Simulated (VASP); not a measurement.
Here is a VASP 6.6.1 calculation.

The input INCAR:

```
PREC = Accurate
ENCUT = 600
EDIFF = 1E-6
ISMEAR = 0
SIGMA = 0.15
LREAL = False
LASPH = True
NELM = 120
ALGO = Normal
ISIF = 2
LWAVE = False
LCHARG = False
GGA = PE
NBANDS = 15
GGA_COMPAT = False
```

File KPOINTS:

```
Automatic mesh
0
Gamma
  18 18 18
```

Contents of POSCAR:

```
TaN
1.0
    0.0000000000      2.1790000000      2.2334750000
    2.1790000000      0.0000000000      2.2334750000
    2.1790000000      2.1790000000      0.0000000000
Ta N
1 1
Direct
    0.5000000000      0.5000000000      0.5000000000
    0.0000000000      0.0000000000      0.0000000000
```

Potentials or basis: VASP PAW PBE potentials, release 64 (Ta_pv, N).

Launch:

```console
$ cat potpaw_PBE.64/Ta_pv/POTCAR potpaw_PBE.64/N/POTCAR > POTCAR
$ mpirun -np 1 vasp_std > vasp.out
```

Problem. Predict the band gap on the k mesh.

Solution. Zero (band 8 reaches 11.40 eV, above the bottom of band 9 at 7.57 eV).

Problem. What does it give for the pressure?

Solution. 6.6 GPa.

Stress tensor (GPa, compression positive):
```
11.46  0.00  0.00
 0.00 11.46  0.00
 0.00  0.00 -3.05
```

Caveat: the cell differs from its parent crystal (strain +0.000 along x and y, +0.025 along z); spin-orbit coupling is left out, which moves the levels of the heavy elements.
